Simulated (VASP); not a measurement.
P:

```
P
1.0
     4.24041    0.00000    0.00000
     0.00000    4.24041    0.00000
     0.00000    0.00000    4.24041
P
4
Direct
  0.87708 0.87708 0.87708
  0.62292 0.12292 0.37708
  0.12292 0.37708 0.62292
  0.37708 0.62292 0.12292
```

The cell was generated, and may not be a known phase.

* Program: VASP 6.6.1
* Task: relaxation of cell and atoms
* Functional: PBE
* Potentials or basis: VASP PAW PBE potentials, release 64 (P)
* Cutoff: 600 eV
* k mesh: 4 × 4 × 4
* Occupations: gaussian, width 0.1 eV
* Spin: no spin polarisation

At the start: pressure -9.3 GPa; volume 19.06 Å³/atom.

**Question.** How do energy, volume and symmetry change on relaxing?

**Answer.** Over 3 steps the energy falls by 90.3 meV/atom and the volume is 16.34 Å³/atom (-14.3 %); space group P4_132 (No. 213, to 0.1 Å) before and after.

Step by step:
| step | energy change (eV) | largest force (eV/Å) | pressure (GPa) | volume (Å³) |
| --- | --- | --- | --- | --- |
| 1 | 0.0000 | 0.0394 | -9.29 | 76.25 |
| 2 | -0.3592 | 0.0355 | 0.91 | 64.69 |
| 3 | -0.3611 | 0.0361 | 0.01 | 65.35 |

Final structure:
```xyz
4
Lattice="4.0280 0.0000 0.0000 0.0000 4.0280 0.0000 0.0000 0.0000 4.0280" Properties=species:S:1:pos:R:3 pbc="T T T"
P     3.5319    3.5319    3.5319
P     2.5101    0.4961    1.5179
P     0.4961    1.5179    2.5101
P     1.5179    2.5101    0.4961
```

Caveat: the k points lie up to 0.39 Å⁻¹ apart in the final cell, too coarse for converged energies and pressures of a metal.
